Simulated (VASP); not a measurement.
Here is a VASP 6.6.1 calculation.

File INCAR:

```
SYSTEM = C
  PREC = Accurate
  ENCUT = 600
  EDIFF = 1E-6
  ISMEAR = 0
  SIGMA = 0.02
  LREAL = .False.
  LASPH = .True.
  NELM = 120
  ALGO = Normal
  ISIF = 2
  LWAVE = .False.
  LCHARG = .False.
  GGA = PE
  NBANDS = 11
  GGA_COMPAT = .False.
```

The input KPOINTS:

```
regular mesh
0
Gamma
  12 12 12
  0 0 0
```

The input POSCAR:

```
C
1.0
    0.0000000000      1.7858137784      1.7858137784
    1.7858137784      0.0000000000      1.7858137784
    1.7858137784      1.7858137784      0.0000000000
C
2
Direct
    0.0000000000      0.0000000000      0.0000000000
    0.2500000000      0.2500000000      0.2500000000
```

Potentials or basis: VASP PAW PBE potentials, release 64 (C).

Launch:

```console
$ cat potpaw_PBE.64/C/POTCAR > POTCAR
$ mpirun -np 1 vasp_std > vasp.out
```

What does it give for the band gap on the k mesh?

4.14 eV (least direct gap 5.58 eV).

What does it give for the pressure?

0.0 GPa.

A k mesh can miss the band edges.
